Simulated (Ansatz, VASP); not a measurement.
**One calculation of BaTe, two programs**

```
CELL_PARAMETERS angstrom
4.26247 0.00000 0.00000
0.00000 4.26247 0.00000
0.00000 0.00000 4.04934
ATOMIC_POSITIONS crystal
Ba 0.00000 0.00000 0.00000
Te 0.50000 0.50000 0.50000
```

Change from the starting cell: strain -0.0500 x Voigt [0, 0, 1, 0, 0, 0], atoms carried along.

Alike in both runs: task single point; functional LDA; k mesh 6 × 6 × 6; occupations gaussian, width 0.05 eV; no spin polarisation.

```csv
,VASP,Ansatz
version,VASP 6.6.1,Ansatz 0.2.0
potentials or method,"VASP PAW LDA potentials, release 64 (Ba_sv, Te), cutoff 520 eV","scalar-relativistic, plane waves, PAW"
valence electrons in the cell,16,26
```

|  | VASP | Ansatz | Ansatz less VASP |
| --- | --- | --- | --- |
| gap on the k mesh at the Fermi level (eV) | 0.21 | 0.33 | +0.121 |
| least direct gap on the mesh (eV) | 0.35 | 0.46 | +0.115 |
| pressure (GPa) | -1.3 | -1.9 | -0.59 |
| traceless stress, the component that is largest in VASP (GPa) | 2.60 | 2.60 | -0.008 |

LDA's correlation is that of Perdew and Zunger in VASP and of Perdew and Wang (1992) in Ansatz. VASP's potentials hold 16 valence electrons a cell and Ansatz's 26, so a difference there can come from the potentials and not from the codes.

Spin-orbit coupling is off throughout.
